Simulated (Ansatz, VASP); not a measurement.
**GaSi3S2: VASP beside Ansatz**

```xyz
6
Lattice="5.3840 0.0000 0.0000 -2.6920 4.6626 0.0000 0.0000 0.0000 4.5615" Properties=species:S:1:pos:R:3 pbc="T T T"
Ga    0.0000    0.0000    0.0000
Si    2.6920    0.0000    2.2808
Si   -1.3460    2.3313    2.2808
Si    1.3460    2.3313    2.2808
S     0.0000    3.1084    2.2808
S     2.6920    1.5542    2.2808
```

Alike in both runs: task relaxation of cell and atoms; functional PBE; k mesh 6 × 6 × 4; occupations gaussian, width 0.1 eV; no spin polarisation.

|  | VASP | Ansatz |
| --- | --- | --- |
| version | VASP 6.6.1 | Ansatz 0.2.0 |
| potentials or method | VASP PAW PBE potentials, release 64 (Ga_d, Si, S), cutoff 600 eV | scalar-relativistic, plane waves, PAW |
| valence electrons in the cell | 37 | 37 |

```tsv
	VASP	Ansatz	Ansatz less VASP
gap on the k mesh at the Fermi level, each at its own relaxed structure (eV)	none	none	-
relaxed volume (Å³/atom)	23.68	23.78	+0.102
relaxed cell length with the largest relative difference (Å)	8.114	8.131	+0.0162
```

A gap of «none» marks a metal or a gap that the smearing closes.

Noted on VASP's run: the volume moved by over 15 % at a fixed basis, so the end points are rough.
